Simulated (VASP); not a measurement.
Runs of VASP 6.6.1 on Ta4O. The structure is that of space group P4/mmm (No. 123), or close to it. The cells are those of the table. 

| task | level | cell | k mesh | cutoff (eV) | smearing | gap on the mesh (eV) | pressure (GPa) | relaxed volume (Å³/atom) | largest force (eV/Å) |
| --- | --- | --- | --- | --- | --- | --- | --- | --- | --- |
| single point | PBE | a = 3.257, b = 3.257, c = 7.409 Å, 5 atoms | 12 × 12 × 6 | 520 | methfessel-paxton 0.2 eV | none | -0.6 | - | 0.03 |
| relaxation of cell and atoms | PBE+D3(BJ) | relaxed from a = 3.257, b = 3.257, c = 7.409 Å, 5 atoms | 12 × 12 × 6 | 600 | gaussian 0.1 eV | none | 0.0 | 15.26 | 0.01 |
| single point | PBE+D3(BJ) | a = 3.220, b = 3.220, c = 7.354 Å, 5 atoms | 12 × 12 × 6 | 520 | gaussian 0.1 eV | none | 0.3 | - | 0.04 |
| relaxation of cell and atoms | PBE | relaxed from a = 3.257, b = 3.257, c = 7.409 Å, 5 atoms | 12 × 12 × 6 | 600 | gaussian 0.1 eV | none | 0.0 | 15.68 | - |
| single point | PBE | a = 3.257, b = 3.257, c = 7.409 Å, 5 atoms | 12 × 12 × 6 | 520 | tetrahedron | none | -0.6 | - | 0.03 |
| single point | PBE+D4 | a = 3.237, b = 3.237, c = 7.375 Å, 5 atoms | 12 × 12 × 6 | 520 | gaussian 0.1 eV | none | (a) | - | 0.04 |
| single point | PBE | a = 3.257, b = 3.257, c = 7.409 Å, 5 atoms | 10 × 10 × 6, shifted | 520 | gaussian 0.1 eV | none | (b) | - | 0.04 |
| single point | PBE | a = 3.257, b = 3.257, c = 7.409 Å, 5 atoms | 12 × 12 × 6 | 520 | gaussian 0.3 eV | none | -0.4 | - | 0.02 |

Alike in all rows: potentials or basis VASP PAW PBE potentials, release 64 (Ta_pv, O); no spin polarisation.

Q: Estimate the missing entries.

A: (a) 0.2; (b) -0.5.

Caveats: spin-orbit coupling is left out, which moves the levels of the heavy elements; tetrahedron occupations give inexact forces and stress in metals (at least some runs); so wide a smearing shifts energies and pressures (at least some runs).

A k mesh can miss the band edges, and the runs leave out spin-orbit coupling on Ta.

A gap of «none» marks levels without a gap at the run's occupations.
